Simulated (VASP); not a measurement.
Crystal: GdN.

```
Gd N
1.0
     0.00000    2.49950    2.49950
     2.49950    0.00000    2.49950
     2.49950    2.49950    0.00000
Gd N
1 1
Cartesian
  2.4995 2.4995 2.4995
  0.0000 0.0000 0.0000
```

Base run:

```yaml
Program: VASP 6.6.1
Functional: revPBE
Potentials_or_basis: VASP PAW PBE potentials, release 64 (Gd, N)
Cutoff: 520 eV
k_mesh: 8 × 8 × 8
Occupations: gaussian, width 0.05 eV
Spin: collinear spin, ferromagnetic start
Starting_moments: "[7.0, 0.0] μB"
Hubbard_terms: Gd f U = 6.0 eV
```

Its results: band gap on the k mesh zero (filled and empty bands overlap); pressure 3.2 GPa; net moment 7.00 μB per cell; site moments Gd +6.87; N -0.11 μB.

**Question.** The run is repeated on the same cell with these changes: functional from revPBE to PBE; k mesh from 8 × 8 × 8 to 5 × 5 × 5. What comes out?

**Answer.** Band gap on the k mesh zero (filled and empty bands overlap); pressure 0.9 GPa; net moment 7.00 μB per cell; site moments Gd +6.87; N -0.12 μB.

Several settings changed at once, so the effect can't be laid on one alone.

Caveats: some runs use coarse meshes; spin-orbit coupling is left out, which moves the levels of the heavy elements; a cell with one magnetic atom can't hold antiferromagnetic order, which such compounds often take; the PAW data sets were made with another functional, which shifts forces and pressure a little (some runs).
